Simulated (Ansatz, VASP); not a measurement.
## Two plane-wave programs on KF

File INCAR:

```
  PREC = Accurate
  ENCUT = 520
  EDIFF = 1E-7
  ISMEAR = 0
  SIGMA = 0.02
  LREAL = F
  LASPH = T
  NELM = 100
  ALGO = Normal
  ISIF = 2
  LWAVE = F
  LCHARG = T
  GGA = PE
  LELF = T
  LVHAR = T
  NBANDS = 15
```

The input KPOINTS:

```
regular mesh
0
Gamma
  8 8 8
```

POSCAR

```
KF
1.0
    0.0000000000      2.7975189728      2.7975189728
    2.7975189728      0.0000000000      2.7975189728
    2.7975189728      2.7975189728      0.0000000000
K F
1 1
Direct
    0.0000000000      0.0000000000      0.0000000000
    0.5000000000      0.5000000000      0.5000000000
```

Input for Ansatz:

```yaml
crystal:
  lattice:
    - [0.0, 2.7975189728, 2.7975189728]
    - [2.7975189728, 0.0, 2.7975189728]
    - [2.7975189728, 2.7975189728, 0.0]
  atoms:
    - { symbol: K, position: [0.0, 0.0, 0.0] }
    - { symbol: F, position: [0.5, 0.5, 0.5] }
basis:
  ecutwfc: 420
kpoints:
  mp_grid: { grid: [8, 8, 8] }
hamiltonian:
  xc: pbe
scf:
  occupations: { method: gaussian, width: 0.02 }
output:
  forces: true
  stress: true
  eigenvalues: true
```

Alike in both runs: task single point; functional PBE; k mesh 8 × 8 × 8; occupations gaussian, width 0.02 eV; no spin polarisation.

```csv
,VASP,Ansatz
version,VASP 6.6.1,Ansatz 0.2.0
potentials or method,"VASP PAW PBE potentials, release 64 (K_sv, F), cutoff 520 eV","scalar-relativistic, plane waves, PAW"
valence electrons in the cell,16,16
```

```tsv
	VASP	Ansatz	Ansatz less VASP
gap on the k mesh at the Fermi level (eV)	5.50	5.51	+0.014
least direct gap on the mesh (eV)	5.50	5.51	+0.014
pressure (GPa)	-2.2	-2.2	+0.03
```
